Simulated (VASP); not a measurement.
# S (Pm-3m) in VASP: a series of runs

Runs on S. Level: PBE. Tasks: single point.

All numbers are computed with VASP 6.6.1; they aren't measurements. Logs are shortened: lines on timing, memory, paths and dates and some standing lists are left out, and cuts for length are marked.

### Step 1. The cell of the first run

Symmetry: Pm-3m, No. 221, cubic system. The conventional cell has a = 2.397 Å, b = 2.397 Å, c = 2.397 Å, α = 90.00°, β = 90.00°, γ = 90.00°. Within 3.2 Å of S (site symmetry m-3m) lie 6 S at 2.40 Å.

### Step 2. Single point, PBE (volume scaled by 0.8)

File INCAR:

```
  ALGO = Normal
  EDIFF = 1E-6
  ENCUT = 520
  GGA = PE
  ISIF = 2
  ISMEAR = -1
  LASPH = T
  LCHARG = T
  LELF = T
  LREAL = F
  LVHAR = T
  LWAVE = F
  NBANDS = 9
  NELM = 80
  PREC = Accurate
  SIGMA = 0.1
```

File KPOINTS:

```
k-points
0
Gamma
  14 14 14
```

File POSCAR:

```
S
1.0
    2.3968312761      0.0000000000      0.0000000000
    0.0000000000      2.3968312761      0.0000000000
    0.0000000000      0.0000000000      2.3968312761
S
1
Direct
    0.0000000000      0.0000000000      0.0000000000
```

Potentials or basis: VASP PAW PBE potentials, release 64 (S).

Started as:

```bash
> cat potpaw_PBE.64/S/POTCAR > POTCAR
> mpirun -np 1 vasp_std > vasp.out
```

OUTCAR:

```text
EDIFF = 1E-6
   ENCUT = 520
   GGA = PE
   ISIF = 2
   ISMEAR = -1
   LASPH = T
   LREAL = F
   NELM = 80
   PREC = Accurate

 ion  position               nearest neighbor table
   1  0.000  0.000  0.000-

  LATTYP: Found a simple cubic cell.
 ALAT       =     2.3968312761

  Lattice vectors:

 A1 = (   2.3968312761,   0.0000000000,   0.0000000000)
 A2 = (   0.0000000000,   2.3968312761,   0.0000000000)
 A3 = (   0.0000000000,   0.0000000000,   2.3968312761)

Analysis of symmetry for initial positions (statically):
=====================================================================
 Subroutine PRICEL returns:
 Original cell was already a primitive cell.

 Routine SETGRP: Setting up the symmetry group for a
 simple cubic supercell.

 Subroutine GETGRP returns: Found 48 space group operations
 (whereof 48 operations were pure point group operations)
 out of a pool of 48 trial point group operations.

The static configuration has the point symmetry O_h .

Analysis of symmetry for dynamics (positions and initial velocities):
=====================================================================
 Subroutine PRICEL returns:
 Original cell was already a primitive cell.

 Routine SETGRP: Setting up the symmetry group for a
 simple cubic supercell.

 Subroutine GETGRP returns: Found 48 space group operations
 (whereof 48 operations were pure point group operations)
 out of a pool of 48 trial point group operations.

The dynamic configuration has the point symmetry O_h .

 Subroutine INISYM returns: Found 48 space group operations
 (whereof 48 operations are pure point group operations),
 and found     1 'primitive' translations

----------------------------------------------------------------------------------------

                                     Primitive cell

  volume of cell :      13.7693

  direct lattice vectors                    reciprocal lattice vectors
     2.396831276  0.000000000  0.000000000     0.417217520  0.000000000  0.000000000
     0.000000000  2.396831276  0.000000000     0.000000000  0.417217520  0.000000000
     0.000000000  0.000000000  2.396831276     0.000000000  0.000000000  0.417217520

  length of vectors
     2.396831276  2.396831276  2.396831276     0.417217520  0.417217520  0.417217520

  position of ions in fractional coordinates (direct lattice)
     0.000000000  0.000000000  0.000000000

  ion indices of the primitive-cell ions
   primitive index   ion index
                 1           1

----------------------------------------------------------------------------------------

 KPOINTS: k-points

Automatic generation of k-mesh.
 Grid dimensions read from file:
 generate k-points for:   14   14   14

 Generating k-lattice:

  Cartesian coordinates                     Fractional coordinates (reciprocal lattice)
     0.029801251  0.000000000  0.000000000     0.071428571  0.000000000  0.000000000
     0.000000000  0.029801251  0.000000000     0.000000000  0.071428571  0.000000000
     0.000000000  0.000000000  0.029801251     0.000000000  0.000000000  0.071428571

  Length of vectors
     0.029801251  0.029801251  0.029801251

  Shift w.r.t. Gamma in fractional coordinates (k-lattice)
     0.000000000  0.000000000  0.000000000

 Subroutine IBZKPT returns following result:
 ===========================================

 Found    120 irreducible k-points:

 Following reciprocal coordinates:
            Coordinates               Weight
  0.000000  0.000000  0.000000      1.000000
  0.071429  0.000000  0.000000      6.000000
  0.142857  0.000000  0.000000      6.000000
  0.214286  0.000000  0.000000      6.000000
  0.285714  0.000000  0.000000      6.000000
  0.357143  0.000000  0.000000      6.000000
[... 16 lines left out ...]
  0.285714  0.214286  0.000000     24.000000
  0.357143  0.214286  0.000000     24.000000
 [... further k-points ...]
   k-points           NKPTS =    120   k-points in BZ     NKDIM =    120   number of bands    NBANDS=      9
   number of dos      NEDOS =    301   number of ions     NIONS =      1
   total plane-waves  NPLWV =   5832
   dimension x,y,z NGX =    18 NGY =   18 NGZ =   18
   dimension x,y,z NGXF=    36 NGYF=   36 NGZF=   36
   ions per type =               1
   NGX,Y,Z   is equivalent  to a cutoff of  12.48, 12.48, 12.48 a.u.
   NGXF,Y,Z  is equivalent  to a cutoff of  24.97, 24.97, 24.97 a.u.
 SYSTEM =  unknown system
   PREC   = accura    normal or accurate (medium, high low for compatibility)
   ISTART =      0    job   : 0-new  1-cont  2-samecut
   ICHARG =      2    charge: 1-file 2-atom 10-const
   ISPIN  =      1    spin polarized calculation?
   LNONCOLLINEAR =      F non collinear calculations
   LSORBIT =      F    spin-orbit coupling
   LASPH  =      T    aspherical Exc in radial PAW
   ENCUT  =  520.0 eV  38.22 Ry    6.18 a.u.   4.46  4.46  4.46*2*pi/ulx,y,z
   NELM   =     80;   NELMIN=  2; NELMDL= -5     # of ELM steps
   EDIFF  = 0.1E-05   stopping-criterion for ELM
   LREAL  =      F    real-space projection
   EDIFFG = 0.1E-04   stopping-criterion for IOM
   NSW    =      0    number of steps for IOM
   IBRION =     -1    ionic relax: 0-MD 1-quasi-New 2-CG
   NFREE  =      0    steps in history (QN), initial steepest desc. (CG)
   ISIF   =      2    stress and relaxation
   ISYM   =      2    0-nonsym 1-usesym 2-fastsym
   POTIM  = 0.5000    time-step for ionic-motion
   TEBEG  =    0.0;   TEEND  =   0.0 temperature during run
   PSTRESS=    0.0 pullay stress
   NELECT =       6.0000    total number of electrons
   NUPDOWN=      -1.0000    fix difference up-down
   EMIN   =  10.00;   EMAX   =-10.00  energy-range for DOS
   EFERMI =   0.00;   METHOD = LEGACY
   ISMEAR =    -1;   SIGMA  =   0.10  broadening in eV -4-tet -1-fermi 0-gaus
   EFERMI_NEDOS =   21; number of points for ismear=-14 and -15
   IALGO  =     38    algorithm
   IMIX   =      4    mixing-type and parameters
     AMIX     =   0.40;   BMIX     =  1.00
     AMIX_MAG =   1.60;   BMIX_MAG =  1.00
  volume/ion in A,a.u.               =      13.77        92.92
  Fermi-wavevector in a.u.,A,eV,Ry     =   1.241141  2.345416 20.958835  1.540431
  Thomas-Fermi vector in A             =   2.375552
   LORBIT       =      0    0 simple, 1 ext, 2 COOP (PROOUT), +10 PAW based schemes
   GGA     = PE    functional components
[... 5 lines left out ...]
 non-spin polarized calculation
  energy-cutoff  :      520.00
  volume of cell :       13.77
 maximum number of plane-waves:       386
 NGX is ok and might be reduce to    18
   NGX =  9   NGY =  9   NGZ =  9

 number of electron       6.0000002 magnetization

 Free energy of the ion-electron system (eV)
  ---------------------------------------------------
  ext. energy  EPLUGINS =         0.00000000
  ---------------------------------------------------
  free energy    TOTEN  =        -3.26227270 eV

  energy without entropy =       -3.24869598  energy(sigma->0) =       -3.25548434

 E-fermi :  10.7484     XC(G=0): -11.6194

 val. band max:       10.7303359204   @ k =   0.2143   0.2143   0.1429
 cond. band min:      10.7627089865   @ k =   0.3571   0.3571   0.2143
 fundamental gap:      0.0323730661
 Fermi energy:        10.7484251636

 k-point     1 :       0.0000    0.0000    0.0000
  band No.  band energies     occupation
      1      -9.0062      2.00000
      2      12.4725      0.00000
      3      12.4725      0.00000
      4      12.4725      0.00000
      5      16.9936      0.00000
      6      16.9936      0.00000
      7      22.6941      0.00000
      8      34.2434      0.00000
      9      34.2434      0.00000

 k-point     2 :       0.0714    0.0000    0.0000
  band No.  band energies     occupation
      1      -8.8932      2.00000
      2      11.1405      0.03888
      3      12.5536      0.00000
      4      12.5536      0.00000
      5      17.0850      0.00000
      6      18.2003      0.00000
      7      23.0839      0.00000
      8      33.3720      0.00000
      9      33.3724      0.00000

 k-point     3 :       0.1429    0.0000    0.0000
  band No.  band energies     occupation
      1      -8.5575      2.00000
      2       8.7875      2.00000
      3      12.7911      0.00000
      4      12.7911      0.00000
      5      17.3523      0.00000
      6      19.9929      0.00000
      7      24.3963      0.00000
      8      31.5080      0.00000
      9      31.5080      0.00000

 k-point     4 :       0.2143    0.0000    0.0000
  band No.  band energies     occupation
      1      -8.0099      2.00000
      2       6.3830      2.00000
      3      13.1648      0.00000
      4      13.1648      0.00000
      5      17.7722      0.00000
      6      21.3463      0.00000
      7      26.4987      0.00000
      8      29.4657      0.00000
      9      29.4657      0.00000
[... 205 lines left out ...]
 k-point    22 :       0.2143    0.2143    0.0000
  band No.  band energies     occupation
      1      -7.0155      2.00000
      2       6.7718      2.00000
      3       7.7371      2.00000
      4      13.8423      0.00000
      5      20.2732      0.00000
      6      22.8737      0.00000
      7      26.2682      0.00000
      8      29.1853      0.00000
      9      29.8725      0.00000

 k-point    23 :       0.2857    0.2143    0.0000
  band No.  band energies     occupation
      1      -6.2827      2.00000
      2       4.9536      2.00000
      3       7.9253      2.00000
      4      14.2998      0.00000
      5      20.2344      0.00000
      6      21.7273      0.00000
      7      27.9054      0.00000
      8      28.2667      0.00000
      9      30.5464      0.00000

 k-point    24 :       0.3571    0.2143    0.0000
  band No.  band energies     occupation
      1      -5.4243      2.00000
      2       3.0485      2.00000
      3       8.5263      2.00000
      4      14.7762      0.00000
      5      18.9008      0.00000
      6      22.1250      0.00000
      7      26.7709      0.00000
      8      28.8204      0.00000
      9      31.0355      0.00000

 [... further k-points ...]

------------------------ aborting loop because EDIFF is reached ----------------------------------------

  FORCE on cell =-STRESS in cart. coord.  units (eV):
  Direction    XX          YY          ZZ          XY          YZ          ZX
  --------------------------------------------------------------------------------------
  -------------------------------------------------------------------------------------
  Total        2.4919805      2.4919805      2.4919805     -0.0000000     -0.0000000      0.0000000
  in kB      289.9631613    289.9631613    289.9631613     -0.0000000     -0.0000000      0.0000000
  external PRESSURE =     289.9631613 kB  Pullay stress =       0.0000000 kB

 VOLUME and BASIS-vectors are now :
 -----------------------------------------------------------------------------
  energy-cutoff  :      520.00
  volume of cell :       13.77
      direct lattice vectors                 reciprocal lattice vectors
     2.396831276  0.000000000  0.000000000     0.417217520  0.000000000  0.000000000
     0.000000000  2.396831276  0.000000000     0.000000000  0.417217520  0.000000000
     0.000000000  0.000000000  2.396831276     0.000000000  0.000000000  0.417217520

 POSITION                                       TOTAL-FORCE (eV/Angst)
 -----------------------------------------------------------------------------------
      0.00000      0.00000      0.00000         0.000000      0.000000      0.000000
 -----------------------------------------------------------------------------------
    total drift:                               -0.000000      0.000000     -0.000000

  FREE ENERGIE OF THE ION-ELECTRON SYSTEM (eV)
  ---------------------------------------------------
  free  energy   TOTEN  =        -3.2622727013 eV

  energy  without entropy=       -3.2486959774  energy(sigma->0) =       -3.25548434
```

Wall time 4 s (1 thread of Intel Xeon 6975P-C (Granite Rapids), shared host); peak memory 0.12 GiB.

What came out:

| Quantity | Value |
| --- | --- |
| Free energy | -3.2623 eV |
| Pressure | 29.0 GPa |
| Band gap on the k mesh | zero (band 3 reaches 14.67 eV, above the bottom of band 4 at 5.75 eV) |

Caveat: the cell differs from its parent crystal (volume scaled by 0.8).

### Step 3. Single point, PBE (volume scaled by 0.9)

File INCAR:

```
  ALGO = Normal
  EDIFF = 1E-6
  ENCUT = 520
  GGA = PE
  ISIF = 2
  ISMEAR = -1
  LASPH = True
  LCHARG = False
  LREAL = False
  LWAVE = False
  NBANDS = 9
  NELM = 100
  PREC = Accurate
  SIGMA = 0.1
```

KPOINTS is that of step 2.

File POSCAR:

```
S
1.0
    2.4928049820      0.0000000000      0.0000000000
    0.0000000000      2.4928049820      0.0000000000
    0.0000000000      0.0000000000      2.4928049820
S
1
Direct
    0.0000000000      0.0000000000      0.0000000000
```

Potentials or basis: VASP PAW PBE potentials, release 64 (S).

Started as:

```bash
> cat potpaw_PBE.64/S/POTCAR > POTCAR
> mpirun -np 1 vasp_std > vasp.out
```

Run time: 5 s. Hardware: 1 thread of Intel Xeon 6975P-C (Granite Rapids), shared host; peak memory 0.12 GiB.

It converged, with:

| Quantity | Value |
| --- | --- |
| Free energy | -3.4680 eV |
| Pressure | 10.8 GPa |
| Band gap on the k mesh | zero (band 3 reaches 12.05 eV, above the bottom of band 4 at 4.32 eV) |

Levels at points of the mesh, in eV from the Fermi level:
| k point | band 1 | band 2 | band 3 | band 4 | band 5 | band 6 |
| --- | --- | --- | --- | --- | --- | --- |
| (0.00, 0.00, 0.00) | -18.19 | 1.59 | 1.59 | 1.59 | 6.89 | 6.89 |
| (0.50, 0.00, 0.00) | -14.98 | -9.19 | 3.40 | 3.40 | 9.12 | 13.88 |
| (0.50, 0.50, 0.00) | -11.70 | -6.59 | -6.59 | 1.78 | 5.01 | 14.44 |
| (0.50, 0.50, 0.50) | -8.15 | -4.33 | -4.33 | -4.33 | 5.13 | 5.13 |

Caveat: the cell differs from its parent crystal (volume scaled by 0.9).

### Step 4. Single point, PBE

This run uses another cell than the first one, of 17.21 Å³/atom, 1.250 times its volume.

File INCAR:

```
SYSTEM = S
  ALGO = Normal
  EDIFF = 1E-6
  ENCUT = 520
  GGA = PE
  ISIF = 2
  ISMEAR = -1
  LASPH = .True.
  LCHARG = .False.
  LREAL = .False.
  LWAVE = .False.
  NBANDS = 9
  NELM = 80
  PREC = Accurate
  SIGMA = 0.1
```

File KPOINTS:

```
k-points
0
Gamma
  14 14 14
  0 0 0
```

File POSCAR:

```
S
1.0
    2.5819082237      0.0000000000      0.0000000000
    0.0000000000      2.5819082237      0.0000000000
    0.0000000000      0.0000000000      2.5819082237
S
1
Direct
    0.0000000000      0.0000000000      0.0000000000
```

Started as:

```bash
> cat potpaw_PBE.64/S/POTCAR > POTCAR
> mpirun -np 1 vasp_std > vasp.out
```

Run time: 4.7 s. Hardware: 1 thread of Intel Xeon 6975P-C (Granite Rapids), shared host; peak memory 0.12 GiB.

It converged, with:

```
Free energy            : -3.5207 eV
Pressure               : -0.1 GPa
Band gap on the k mesh : zero (band 3 reaches 9.93 eV, above the bottom of band 4 at 3.17 eV)
```

Levels at points of the mesh, in eV from the Fermi level:
```
           k point  band 1  band 2  band 3  band 4  band 5  band 6
(0.00, 0.00, 0.00)  -16.96    1.46    1.46    1.46    7.38    7.38
(0.50, 0.00, 0.00)  -14.22   -8.02    2.98    2.98    9.42   13.60
(0.50, 0.50, 0.00)  -11.48   -5.75   -5.75    2.68    4.32   13.90
(0.50, 0.50, 0.50)   -8.60   -3.79   -3.79   -3.79    5.78    5.78
```

### Step 5. Summary

```csv
cell,gap on the mesh (eV),pressure (GPa)
"a = 2.397 Å, 1 atom",none,29.0
"a = 2.493 Å, 1 atom",none,10.8
"a = 2.582 Å, 1 atom",none,-0.1
```

Alike in all rows: task single point; level PBE; potentials or basis VASP PAW PBE potentials, release 64 (S); no spin polarisation; k mesh 14 × 14 × 14; cutoff (eV) 520; smearing fermi-dirac 0.1 eV.

Total energies depend on the potentials used, so only differences within one code and one set of settings carry meaning.
